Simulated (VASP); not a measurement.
# AsW18S35 (a cell with a defect) in VASP: further runs

AsW18S35 (a cell with a defect) is run at these levels: PBE; tasks: single point.

Program: VASP 6.6.1. These are calculated values, not measurements. Logs are shortened: lines on timing, memory, paths and dates and some standing lists are left out, and cuts for length are marked.

### Step 1. The cell of the first run

The cell holds a defect, 54 atoms: a = 9.381 Å, b = 9.381 Å, c = 12.165 Å, α = 90.00°, β = 90.00°, γ = 120.00°.

### Step 2. Single point, PBE

INCAR reads:

```
SYSTEM = AsW18S35
  PREC = Accurate
  ENCUT = 400
  EDIFF = 1E-6
  ISMEAR = -1
  SIGMA = 0.01
  LREAL = Auto
  LASPH = .TRUE.
  NELM = 120
  ALGO = Normal
  ISIF = 2
  LWAVE = .FALSE.
  LCHARG = .FALSE.
  GGA = PE
  NBANDS = 266
  NELECT = 466.0
  GGA_COMPAT = .FALSE.
```

KPOINTS reads:

```
Automatic mesh
0
Gamma
  1 1 1
  0.25 0.25 0.25
```

POSCAR reads:

```
AsW18S35
1.0
    9.3812494620     -0.0000000854      0.0000000000
   -4.6906246570      8.1244003960      0.0000000000
    0.0000000000      0.0000000000     12.1647637100
W S As
18 35 1
Direct
    0.1092885323      0.2230518755      0.2507023389
    0.2244849320      0.1095116614      0.7486466719
    0.1091407826      0.5562542612      0.2510474976
    0.2207245231      0.4425692089      0.7482702353
    0.1091218721      0.8895551201      0.2509445292
    0.2233062158      0.7753274227      0.7489569976
    0.4426280977      0.2229842231      0.2511144246
    0.5559691450      0.1091663636      0.7491153872
    0.4423779889      0.5563634137      0.2503437600
    0.5570261026      0.4428039930      0.7470677479
    0.4426554087      0.8896061908      0.2510985423
    0.5566771273      0.7783402563      0.7489512065
    0.7759953831      0.2230763862      0.2509724814
    0.8892872861      0.1094126579      0.7494068714
    0.7760130761      0.5564112792      0.2512359161
    0.8897865367      0.4429728652      0.7490244036
    0.7757515445      0.8895611647      0.2506463744
    0.8894868234      0.7742583798      0.7487533434
    0.1128728031      0.2189897155      0.6193276503
    0.2194537674      0.1121528667      0.1201962887
    0.1126085064      0.2191879364      0.8792408304
    0.2197600581      0.1130244243      0.3811855645
    0.1122723178      0.5532666120      0.6182903222
    0.2191670307      0.4455809341      0.1199064002
    0.1121055596      0.5534760484      0.8801953270
    0.2204582324      0.4463355558      0.3810104688
    0.1130452011      0.8857120169      0.6192931342
    0.2192801617      0.7789886996      0.1204012008
    0.1130995130      0.8863871847      0.8786139698
    0.2195515120      0.7795141712      0.3811927653
    0.4463454952      0.2189109981      0.6181041324
    0.5527568524      0.1122286130      0.1203049104
    0.4457165714      0.2201225585      0.8793924657
    0.5533423512      0.1130383321      0.3813308959
    0.5530996700      0.4456221881      0.1202175203
    0.4457910068      0.5529380438      0.8768251958
    0.5525926254      0.4468527069      0.3812258068
    0.4455178286      0.8859813543      0.6185824679
    0.5527443487      0.7792305479      0.1197863400
    0.4452708841      0.8870988107      0.8802202178
    0.5528729370      0.7784914959      0.3808261504
    0.7794499038      0.2191956963      0.6192766316
    0.8860852024      0.1124991902      0.1200928458
    0.7793866026      0.2197931895      0.8797656747
    0.8864253794      0.1129183894      0.3810524313
    0.7803329077      0.5527062787      0.6178351422
    0.8861735847      0.4458231921      0.1203483668
    0.7794779880      0.5537008190      0.8795412013
    0.8864758404      0.4458927837      0.3814036196
    0.7791775977      0.8854555078      0.6194994520
    0.8862594733      0.7785894204      0.1202463831
    0.7802533094      0.8864889075      0.8796109592
    0.8863525868      0.7795812107      0.3812415198
    0.4464451489      0.5521430978      0.6027503718
```

Potentials or basis: VASP PAW PBE potentials, release 64 (W_sv, S, As).

Run with:

```
> cat potpaw_PBE.64/W_sv/POTCAR potpaw_PBE.64/S/POTCAR potpaw_PBE.64/As/POTCAR > POTCAR
> mpirun -np 1 vasp_std > vasp.out
```

OUTCAR:

```text
SYSTEM = AsW18S35
   PREC = Accurate
   ENCUT = 400
   EDIFF = 1E-6
   ISMEAR = -1
   LREAL = Auto
   LASPH = .TRUE.
   NELM = 120
   ISIF = 2
   GGA = PE
   NELECT = 466.0

 ion  position               nearest neighbor table
   1  0.109  0.223  0.251-  22 2.39  20 2.40  45 2.41  24 2.41  26 2.41  43 2.41   9 3.13   3 3.13
                            13 3.13   7 3.13   5 3.13  17 3.13
   2  0.224  0.110  0.749-  19 2.39  33 2.40  21 2.40  31 2.40  27 2.40  29 2.41   8 3.11  10 3.12
                             6 3.13   4 3.14  18 3.14  14 3.14
   3  0.109  0.556  0.251-  26 2.39  24 2.40  49 2.41  30 2.41  28 2.41  47 2.41  13 3.13   9 3.13
                            15 3.13   1 3.13   5 3.13  11 3.13
   4  0.221  0.443  0.748-  23 2.38  25 2.40  19 2.40  36 2.41  21 2.42  54 2.55  16 3.11   6 3.11
                            14 3.12   2 3.14  12 3.15  10 3.15
   5  0.109  0.890  0.251-  30 2.39  28 2.40  53 2.41  20 2.41  51 2.41  22 2.41  15 3.13   3 3.13
                            17 3.13   1 3.13   7 3.13  11 3.13
   6  0.223  0.775  0.749-  27 2.39  29 2.39  38 2.40  23 2.40  25 2.41  40 2.41   4 3.11  12 3.11
                            16 3.12   8 3.13  18 3.13   2 3.13
   7  0.443  0.223  0.251-  34 2.39  32 2.40  22 2.40  35 2.41  37 2.41  20 2.41  13 3.13   1 3.13
                            11 3.13  15 3.13   5 3.13   9 3.13
   8  0.556  0.109  0.749-  31 2.39  33 2.40  42 2.41  40 2.41  38 2.41  44 2.41  12 3.11   2 3.11
                            10 3.13  14 3.13   6 3.13  16 3.13
   9  0.442  0.556  0.250-  37 2.39  35 2.40  41 2.40  26 2.40  39 2.41  24 2.41  11 3.12   3 3.13
                             1 3.13  17 3.13   7 3.13  15 3.13
  10  0.557  0.443  0.747-  36 2.39  46 2.40  31 2.40  48 2.42  33 2.42  54 2.50  18 3.11  16 3.12
                             2 3.12   8 3.13  12 3.15   4 3.15
  11  0.443  0.890  0.251-  41 2.39  39 2.40  30 2.41  32 2.41  34 2.41  28 2.41   9 3.12  17 3.13
                             7 3.13  13 3.13   3 3.13   5 3.13
[... 48 lines left out ...]
  53  0.886  0.780  0.381-  17 2.39   5 2.41  15 2.41
  54  0.446  0.552  0.603-  10 2.50   4 2.55  12 2.56

  LATTYP: Found a hexagonal cell.
 ALAT       =     9.3812494620
 C/A-ratio  =     1.2967103965

  Lattice vectors:

 A1 = (   9.3812494620,  -0.0000000854,   0.0000000000)
 A2 = (  -4.6906246570,   8.1244003960,   0.0000000000)
 A3 = (   0.0000000000,   0.0000000000,  12.1647637100)

Analysis of symmetry for initial positions (statically):
=====================================================================
 Subroutine PRICEL returns:
 Original cell was already a primitive cell.

 Routine SETGRP: Setting up the symmetry group for a
 hexagonal supercell.

 Subroutine GETGRP returns: Found  1 space group operations
 (whereof  1 operations were pure point group operations)
 out of a pool of 24 trial point group operations.

The static configuration has the point symmetry C_1 .

Analysis of symmetry for dynamics (positions and initial velocities):
=====================================================================
 Subroutine PRICEL returns:
 Original cell was already a primitive cell.

 Routine SETGRP: Setting up the symmetry group for a
 hexagonal supercell.

 Subroutine GETGRP returns: Found  1 space group operations
 (whereof  1 operations were pure point group operations)
 out of a pool of 24 trial point group operations.

The dynamic configuration has the point symmetry C_1 .

 Subroutine INISYM returns: Found  1 space group operations
 (whereof  1 operations are pure point group operations),
 and found     1 'primitive' translations

----------------------------------------------------------------------------------------

                                     Primitive cell

  volume of cell :     927.1621

  direct lattice vectors                    reciprocal lattice vectors
     9.381249462 -0.000000085  0.000000000     0.106595610  0.061543003  0.000000000
    -4.690624657  8.124400396  0.000000000     0.000000001  0.123086007  0.000000000
[... 46 lines left out ...]
   TEBEG  =    0.0;   TEEND  =   0.0 temperature during run
   PSTRESS=    0.0 pullay stress
   NELECT =     466.0000    total number of electrons
   NUPDOWN=      -1.0000    fix difference up-down
   EMIN   =  10.00;   EMAX   =-10.00  energy-range for DOS
   EFERMI =   0.00;   METHOD = LEGACY
   ISMEAR =    -1;   SIGMA  =   0.01  broadening in eV -4-tet -1-fermi 0-gaus
   EFERMI_NEDOS =   21; number of points for ismear=-14 and -15
   IALGO  =     38    algorithm
   IMIX   =      4    mixing-type and parameters
     AMIX     =   0.40;   BMIX     =  1.00
     AMIX_MAG =   1.60;   BMIX_MAG =  1.00
  volume/ion in A,a.u.               =      17.17       115.87
  Fermi-wavevector in a.u.,A,eV,Ry     =   1.301622  2.459709 23.051263  1.694220
  Thomas-Fermi vector in A             =   2.432744
   LORBIT       =      0    0 simple, 1 ext, 2 COOP (PROOUT), +10 PAW based schemes
   GGA     = PE    functional components
   LHFCALC =     F    Hartree Fock is set to
   AEXX    =    0.0000 exact exchange contribution
   IVDW    =     0    specifies the selected vdW correction
   LEPSILON=     F    determine dielectric tensor
   LRPA    =     F    only Hartree local field effects (RPA)
 non-spin polarized calculation
  energy-cutoff  :      400.00
  volume of cell :      927.16
 maximum number of plane-waves:     16845
 NGX is ok and might be reduce to    64
   NGX = 31   NGY = 31   NGZ = 39

 number of electron     466.0000026 magnetization

 Free energy of the ion-electron system (eV)
  ---------------------------------------------------
  ext. energy  EPLUGINS =         0.00000000
  ---------------------------------------------------
  free energy    TOTEN  =      -430.00542154 eV

  energy without entropy =     -430.00529469  energy(sigma->0) =     -430.00535812

 E-fermi :   7.1622     XC(G=0): -11.1686

 val. band max:        7.0897755277   @ k =  -0.2500  -0.2500   0.2500
 cond. band min:       7.2346037256   @ k =   0.5000  -0.2500   0.2500
 fundamental gap:      0.1448281979
 Fermi energy:         7.1621540851

 k-point     1 :       0.2500    0.2500    0.2500
  band No.  band energies     occupation
      1     -66.8185      2.00000
      2     -66.8146      2.00000
      3     -66.8128      2.00000
      4     -66.8058      2.00000
      5     -66.8043      2.00000
      6     -66.8021      2.00000
[... 1477 lines left out ...]
    244       9.7738      0.00000
    245       9.8464      0.00000
 [bands above 245 left out]

------------------------ aborting loop because EDIFF is reached ----------------------------------------

  FORCE on cell =-STRESS in cart. coord.  units (eV):
  Direction    XX          YY          ZZ          XY          YZ          ZX
  --------------------------------------------------------------------------------------
  -------------------------------------------------------------------------------------
  Total       29.1083606     27.2042351      9.1467494     -1.6159390     -1.2096587      0.4748674
  in kB       50.3005403     47.0101268     15.8059894     -2.7924143     -2.0903439      0.8205919
  external PRESSURE =      37.7055522 kB  Pullay stress =       0.0000000 kB

 VOLUME and BASIS-vectors are now :
 -----------------------------------------------------------------------------
  energy-cutoff  :      400.00
  volume of cell :      927.16
      direct lattice vectors                 reciprocal lattice vectors
     9.381249462 -0.000000085  0.000000000     0.106595610  0.061543003  0.000000000
    -4.690624657  8.124400396  0.000000000     0.000000001  0.123086007  0.000000000
     0.000000000  0.000000000 12.164763710     0.000000000  0.000000000  0.082204638

 POSITION                                       TOTAL-FORCE (eV/Angst)
 -----------------------------------------------------------------------------------
     -0.02099      1.81216      3.04973        -0.218972      0.113689      0.041632
      1.59227      0.88972      9.10711         0.037812     -0.109949      0.003648
     -1.58530      4.51923      3.05393        -0.187179      0.106709     -0.017323
     -0.00525      3.59561      9.10253         0.330461     -0.203975     -0.024933
     -3.14887      7.22710      3.05268        -0.212599      0.151593      0.005870
     -1.54188      6.29907      9.11088         0.232187     -0.119494      0.007324
[... 46 lines left out ...]
      4.65837      6.33363      4.63771         0.105361     -0.065055     -0.010817
      1.59832      4.48583      7.33232        -0.214721      0.159269     -0.037497
 -----------------------------------------------------------------------------------
    total drift:                                0.003984      0.000898     -0.001025

  FREE ENERGIE OF THE ION-ELECTRON SYSTEM (eV)
  ---------------------------------------------------
  free  energy   TOTEN  =      -430.0054215422 eV

  energy  without entropy=     -430.0052946931  energy(sigma->0) =     -430.00535812
```

Wall time 43 min (1 thread of Intel Xeon Platinum 8259CL at 2.50GHz (Skylake/Cascade Lake), shared host); peak memory 1.1 GiB.

Results:

```yaml
Free_energy: -430.0054 eV
Largest_force: 0.482 eV/Å
```

Forces on the atoms (eV/Å):
```
W   -0.219  0.114  0.042
W    0.038 -0.110  0.004
W   -0.187  0.107 -0.017
W    0.330 -0.204 -0.025
W   -0.213  0.152  0.006
W    0.232 -0.119  0.007
W   -0.221  0.132 -0.018
W    0.286 -0.078  0.015
W   -0.163  0.100  0.005
W    0.370 -0.256  0.175
W   -0.223  0.127 -0.039
W    0.303 -0.230 -0.111
W   -0.225  0.110 -0.004
W    0.393 -0.224 -0.069
W   -0.218  0.087 -0.015
W    0.210 -0.219  0.034
W   -0.185  0.126  0.035
W    0.096  0.069 -0.011
S   -0.152  0.080 -0.039
S    0.131 -0.049 -0.003
S   -0.078  0.058  0.041
S    0.106 -0.104 -0.013
S   -0.114  0.077  0.016
S    0.108 -0.035 -0.016
S   -0.119  0.087 -0.005
S    0.116 -0.068 -0.002
S   -0.148  0.094 -0.008
S    0.125 -0.036 -0.014
S   -0.141  0.060  0.013
S    0.139 -0.086  0.010
S   -0.160  0.081  0.004
S    0.109 -0.034  0.001
S   -0.080  0.067  0.017
S    0.129 -0.100 -0.004
S    0.104 -0.048 -0.020
S   -0.141  0.081  0.003
S    0.092 -0.089 -0.035
S   -0.127  0.100  0.020
S    0.112 -0.049  0.000
S   -0.120  0.047  0.021
S    0.090 -0.073  0.030
S   -0.178  0.110  0.000
S    0.120 -0.056 -0.017
S   -0.188  0.100  0.018
S    0.116 -0.099  0.003
S   -0.154  0.107  0.022
S    0.107 -0.053 -0.011
S   -0.102  0.006  0.024
S    0.102 -0.085 -0.007
S   -0.099  0.113 -0.031
S    0.098 -0.018 -0.014
S   -0.098  0.039  0.032
S    0.105 -0.065 -0.011
As  -0.215  0.159 -0.037
```

Levels at points of the mesh, in eV from the Fermi level:
```csv
k point,band 229,band 230,band 231,band 232,band 233,band 234,band 235,band 236,band 237,band 238
"(0.25, 0.25, 0.25)",-0.44,-0.34,-0.19,-0.17,-0.08,0.12,1.90,1.92,2.02,2.06
```

Caveat: the cell carries a net charge on a neutralising background, which shifts energy and pressure; the cell is charged against a uniform background, so pressure and absolute levels hang on convention; spin-orbit coupling is left out, which moves the levels of the heavy elements.

### Step 3. Single point, PBE

Edit INCAR of step 2 so:

```diff
@@ -14,4 +14,4 @@
   GGA = PE
+  NELECT = 468.0
   NBANDS = 266
-  NELECT = 466.0
   GGA_COMPAT = .FALSE.
```

KPOINTS is that of step 2.

POSCAR reads:

```
AsW18S35
1.0
    9.3812494643     -0.0000000850      0.0000000000
   -4.6906246585      8.1244003979      0.0000000000
    0.0000000000      0.0000000000     12.1647637133
W S As
18 35 1
Direct
    0.1117823123      0.2211612605      0.2495810324
    0.2213128237      0.1112179084      0.7510104473
    0.1117257336      0.5543253678      0.2496401615
    0.2203100780      0.4443138099      0.7508694395
    0.1116392071      0.8877564794      0.2496640861
    0.2212701067      0.7782456598      0.7509346700
    0.4450697395      0.2211252871      0.2495596639
    0.5543817639      0.1116111930      0.7515231701
    0.4450617798      0.5543909090      0.2498822113
    0.5548076672      0.4448178022      0.7508527556
    0.4450662251      0.8877074230      0.2496343168
    0.5550525453      0.7791113665      0.7509218386
    0.7783726770      0.2210377119      0.2496554810
    0.8880191873      0.1115330427      0.7517195777
    0.7783604306      0.5543512504      0.2496174559
    0.8878591372      0.4451487867      0.7514825366
    0.7782690347      0.8876713202      0.2495655602
    0.8882883105      0.7781358943      0.7510119365
    0.1104227232      0.2220389949      0.6207381268
    0.2224434199      0.1104387869      0.1189618849
    0.1108789135      0.2212087587      0.8818209708
    0.2223161356      0.1103184814      0.3804341083
    0.1107950210      0.5552347017      0.6203864300
    0.2226250378      0.4439034151      0.1189049661
    0.1105568463      0.5560793518      0.8817606785
    0.2222758023      0.4436006386      0.3805793992
    0.1108262432      0.8888171973      0.6203679330
    0.2223887003      0.7770807918      0.1190001312
    0.1108191237      0.8886100513      0.8816132753
    0.2222482713      0.7770641871      0.3804344221
    0.4443618996      0.2225822123      0.6203149168
    0.5557151751      0.1104216718      0.1189080408
    0.4432223195      0.2216317170      0.8819121317
    0.5556299584      0.1103937913      0.3803803687
    0.5557065887      0.4439324889      0.1189278780
    0.4438088494      0.5555420593      0.8799395880
    0.5557432190      0.4436279424      0.3806397453
    0.4443836147      0.8888593952      0.6204080108
    0.5555813965      0.7769340921      0.1189030170
    0.4432716794      0.8888801634      0.8818002939
    0.5557523811      0.7771032656      0.3805204407
    0.7773637404      0.2221661744      0.6209741780
    0.8891404459      0.1103610302      0.1189302708
    0.7771467921      0.2222890039      0.8818369788
    0.8889945983      0.1103328222      0.3803268252
    0.7770763002      0.5553240266      0.6202460000
    0.8891269293      0.4437996631      0.1189339073
    0.7778725200      0.5562550075      0.8818820365
    0.8890036365      0.4436628601      0.3804170475
    0.7774360704      0.8890642503      0.6208088955
    0.8890076218      0.7770373466      0.1189429056
    0.7782000585      0.8885786598      0.8818483265
    0.8890583221      0.7770961016      0.3804235162
    0.4440126539      0.5556624249      0.6035549596
```

Potentials or basis: VASP PAW PBE potentials, release 64 (W_sv, S, As).

Run with:

```
> cat potpaw_PBE.64/W_sv/POTCAR potpaw_PBE.64/S/POTCAR potpaw_PBE.64/As/POTCAR > POTCAR
> mpirun -np 1 vasp_std > vasp.out
```

Wall time 35 min (1 thread of Intel Xeon Platinum 8259CL at 2.50GHz (Skylake/Cascade Lake), shared host); peak memory 1.1 GiB.

The run converged. Its results:

```
Free energy   : -415.4454 eV
Largest force : 0.245 eV/Å
```

Forces in eV/Å, atoms in the order of the input:
```
W   -0.135  0.069  0.001
W    0.141 -0.081 -0.002
W   -0.132  0.079 -0.002
W    0.160 -0.069  0.023
W   -0.118  0.070  0.002
W    0.148 -0.086  0.003
W   -0.126  0.083  0.016
W    0.159 -0.088 -0.010
W   -0.133  0.078  0.003
W    0.210 -0.127 -0.007
W   -0.135  0.079 -0.006
W    0.148 -0.089  0.022
W   -0.137  0.080  0.003
W    0.147 -0.095  0.011
W   -0.140  0.073  0.005
W    0.168 -0.099 -0.012
W   -0.127  0.078  0.000
W    0.137 -0.063 -0.001
S   -0.065  0.052 -0.042
S    0.057 -0.038 -0.002
S   -0.086  0.047  0.018
S    0.063 -0.034 -0.001
S   -0.098  0.032  0.003
S    0.061 -0.041  0.004
S   -0.073  0.058  0.000
S    0.062 -0.030  0.003
S   -0.073  0.034 -0.003
S    0.062 -0.040  0.005
S   -0.076  0.048 -0.002
S    0.066 -0.033  0.004
S   -0.078  0.032  0.024
S    0.059 -0.044  0.005
S   -0.069  0.038 -0.017
S    0.070 -0.035  0.001
S    0.063 -0.044  0.001
S   -0.078  0.048  0.001
S    0.059 -0.031 -0.008
S   -0.080  0.055  0.002
S    0.065 -0.042  0.002
S   -0.079  0.037  0.002
S    0.060 -0.032  0.012
S   -0.075  0.042 -0.004
S    0.056 -0.034 -0.002
S   -0.061  0.042  0.002
S    0.067 -0.033  0.008
S   -0.071  0.039  0.027
S    0.062 -0.038  0.004
S   -0.065  0.043 -0.007
S    0.066 -0.035 -0.001
S   -0.080  0.030 -0.044
S    0.063 -0.038  0.004
S   -0.078  0.052  0.010
S    0.063 -0.036  0.004
As  -0.075  0.036 -0.062
```

Levels at points of the mesh, in eV from the Fermi level:
```csv
k point,band 232,band 233,band 234,band 235,band 236,band 237
"(0.25, 0.25, 0.25)",-0.47,-0.41,-0.29,1.34,1.35,1.45
```

Caveat: the cell carries a net charge on a neutralising background, which shifts energy and pressure; the cell is charged against a uniform background, so pressure and absolute levels hang on convention; spin-orbit coupling is left out, which moves the levels of the heavy elements.
